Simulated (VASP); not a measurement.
Write the native input for VASP 6.6.1 that does the following.

```yaml
Task: single point
Functional: LDA
Potentials_or_basis: VASP PAW LDA potentials, release 64 (Nb_sv)
Cutoff: 520 eV
k_mesh: 6 × 6 × 1
Occupations: fermi-dirac, width 0.15 eV
Spin: no spin polarisation
Dipole_correction: yes
Further_INCAR_settings: ALGO = Normal; EDIFF = 1e-07; NBANDS = 26
```

The structure of Nb lies in POSCAR:

```
Nb
1.0
    2.8820460000      0.0000000000      0.0000000000
   -0.9606819699      2.7172190377      0.0000000000
    0.0000000000      0.0000000000     20.7063615023
Nb
3
Direct
    0.0000000000      0.0000000000      0.3863546958
    0.5000000235      0.5000000235      0.5000000000
    0.0000000470      0.0000000470      0.6136453042
```

The input as run:

INCAR

```
SYSTEM = Nb
PREC = Accurate ; ENCUT = 520
EDIFF = 1E-7 ; ISMEAR = -1
SIGMA = 0.15 ; LREAL = .False.
LASPH = .True. ; NELM = 80
ALGO = Normal ; ISIF = 2
LWAVE = .False. ; LCHARG = .False.
LDIPOL = .True. ; IDIPOL = 3
DIPOL = 0.5 0.5 0.500 ; NBANDS = 26
```

KPOINTS

```
regular mesh
0
Gamma
  6 6 1
  0 0 0
```

Potentials or basis: VASP PAW LDA potentials, release 64 (Nb_sv).

Command:

```console
$ cat potpaw_LDA.64/Nb_sv/POTCAR > POTCAR
$ mpirun -np 1 vasp_std > vasp.out
```

Results of the run:

The largest force is 0.960 eV/Å. The band gap on the k mesh is zero (an odd number of electrons rules out a gap without spin polarisation).

Caveat: the k points lie up to 0.39 Å⁻¹ apart, too coarse for converged energies and pressures of a metal.

It took 44 s on 1 thread of Intel(R) Xeon(R) 6975P-C (Granite Rapids), with other jobs on the host, peak memory 0.23 GiB.
